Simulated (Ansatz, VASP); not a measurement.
## Two plane-wave programs on GaN

Contents of INCAR:

```
PREC = Accurate
ENCUT = 520
EDIFF = 1E-7
ISMEAR = 0
SIGMA = 0.01
LREAL = F
LASPH = T
NELM = 60
ALGO = Normal
ISIF = 2
LWAVE = F
LCHARG = F
GGA = PE
NBANDS = 26
```

The input KPOINTS:

```
regular mesh
0
Gamma
  9 9 4
```

The input POSCAR:

```
GaN
1.0
    3.1527318970      0.0000000000      0.0000000000
   -1.5763659485      2.7303459142      0.0000000000
    0.0000000000      0.0000000000      5.1358101053
Ga N
2 2
Direct
    0.3333333333      0.6666666667     -0.0008671765
    0.6666666667      0.3333333333      0.4991328235
    0.3333333333      0.6666666667      0.3758671765
    0.6666666667      0.3333333333      0.8758671765
```

Input for Ansatz:

```yaml
crystal:
  lattice:
    - [3.152731897, 0.0, 0.0]
    - [-1.5763659485, 2.7303459142, 0.0]
    - [0.0, 0.0, 5.1358101053]
  atoms:
    - { symbol: Ga, position: [0.3333333333, 0.6666666667, -0.0008671765] }
    - { symbol: Ga, position: [0.6666666667, 0.3333333333, 0.4991328235] }
    - { symbol: "N", position: [0.3333333333, 0.6666666667, 0.3758671765] }
    - { symbol: "N", position: [0.6666666667, 0.3333333333, 0.8758671765] }
kpoints:
  mp_grid: { grid: [9, 9, 4] }
hamiltonian:
  xc: pbe
scf:
  occupations: { method: fixed }
  n_extra_bands: 5
output:
  forces: true
  stress: true
  eigenvalues: true
```

Alike in both runs: task single point; functional PBE; k mesh 9 × 9 × 4; no spin polarisation.

|  | VASP | Ansatz |
| --- | --- | --- |
| version | VASP 6.6.1 | Ansatz 0.2.0 |
| potentials or method | VASP PAW PBE potentials, release 64 (Ga_d, N) | plane waves, PAW |
| plane-wave cutoff (eV) | 520 | 420 |
| occupations | gaussian, width 0.01 eV | fixed |
| valence electrons in the cell | 36 | 36 |

|  | VASP | Ansatz | Ansatz less VASP |
| --- | --- | --- | --- |
| gap on the k mesh at the Fermi level (eV) | 2.13 | 2.12 | -0.011 |
| pressure (GPa) | 12.2 | 12.2 | +0.03 |
| traceless stress, the component that is largest in VASP (GPa) | -0.02 | -0.05 | -0.030 |
| rms of the force components (eV/Å) | 0.007 | 0.007 | -0.0001 |

Atom by atom the forces differ by 0.000 eV/Å (rms over components).
